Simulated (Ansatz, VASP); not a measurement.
# One calculation of AlNi, two programs

File INCAR:

```
ALGO = Fast
EDIFF = 1E-7
ENCUT = 520
GGA = PS
ISIF = 2
ISMEAR = 0
LASPH = T
LCHARG = F
LREAL = F
LWAVE = F
NBANDS = 14
NELM = 80
PREC = Accurate
SIGMA = 0.15
```

The input KPOINTS:

```
k-points
0
Gamma
  16 16 16
```

Contents of POSCAR:

```
AlNi
1.0
    2.0885383387     -2.0884828388      0.0000000000
    2.0885383387      2.0884828388      0.0000000000
    0.0000000000      0.0000000000      2.7159000000
Al Ni
1 1
Direct
    0.0000000000      0.0000000000      0.0000000000
    0.5000000000      0.5000000000      0.5000000000
```

Input for Ansatz:

```yaml
crystal:
  lattice:
    - [2.0885383387, -2.0884828388, 0.0]
    - [2.0885383387, 2.0884828388, 0.0]
    - [0.0, 0.0, 2.7159]
  atoms:
    - { symbol: Al, position: [0.0, 0.0, 0.0] }
    - { symbol: Ni, position: [0.5, 0.5, 0.5] }
basis:
  ecutwfc: 520.0
kpoints:
  mp_grid: { grid: [16, 16, 16] }
hamiltonian:
  xc: pbesol
  pseudopotentials: { kind: paw, azcp: { folder: soft_1 } }
scf:
  occupations: { method: gaussian, width: 0.15 }
output:
  forces: true
  stress: true
  eigenvalues: true
```

Alike in both runs: task single point; functional PBEsol; k mesh 16 × 16 × 16; occupations gaussian, width 0.15 eV; no spin polarisation.

```csv
,VASP,Ansatz
version,VASP 6.6.1,Ansatz 0.2.0
potentials or method,"VASP PAW PBE potentials, release 64 (Al, Ni), cutoff 520 eV","scalar-relativistic, plane waves, PAW"
valence electrons in the cell,13,21
```

|  | VASP | Ansatz | Ansatz less VASP |
| --- | --- | --- | --- |
| gap on the k mesh at the Fermi level (eV) | none | none | - |
| pressure (GPa) | -1.2 | -1.3 | -0.14 |
| traceless stress, the component that is largest in VASP (GPa) | 5.64 | 5.53 | -0.106 |

VASP's potentials were made for PBE, not for PBEsol, and Ansatz warns of the same on its side. A gap of «none» marks a metal or a gap that the smearing closes. VASP's potentials hold 13 valence electrons a cell and Ansatz's 21, so a difference there can come from the potentials and not from the codes. Ansatz's warnings: near symmetry operations not taken.
